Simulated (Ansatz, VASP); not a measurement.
Two plane-wave programs on Re

```
Re
1.0
     0.00000    1.80961    2.35250
     1.80961    0.00000    2.35250
     1.80961    1.80961    0.00000
Re
1
Direct
  0.00000 0.00000 0.00000
```

Alike in both runs: task single point; functional r2SCAN; k mesh 22 × 22 × 22; occupations gaussian, width 0.15 eV; no spin polarisation.

```csv
,VASP,Ansatz
version,VASP 6.6.1,Ansatz 0.2.0
potentials or method,"VASP PAW PBE potentials, release 64 (Re), cutoff 520 eV","scalar-relativistic, plane waves, PAW"
valence electrons in the cell,7,15
```

|  | VASP | Ansatz | Ansatz less VASP |
| --- | --- | --- | --- |
| gap on the k mesh at the Fermi level (eV) | none | none | - |
| pressure (GPa) | -3.9 | -3.5 | +0.44 |
| traceless stress, the component that is largest in VASP (GPa) | -39.73 | -40.66 | -0.930 |

VASP's potentials were made for PBE, not for r2SCAN. A gap of «none» marks a metal or a gap that the smearing closes. VASP's potentials hold 7 valence electrons a cell and Ansatz's 15, so a difference there can come from the potentials and not from the codes.

Neither program's run includes spin-orbit coupling.
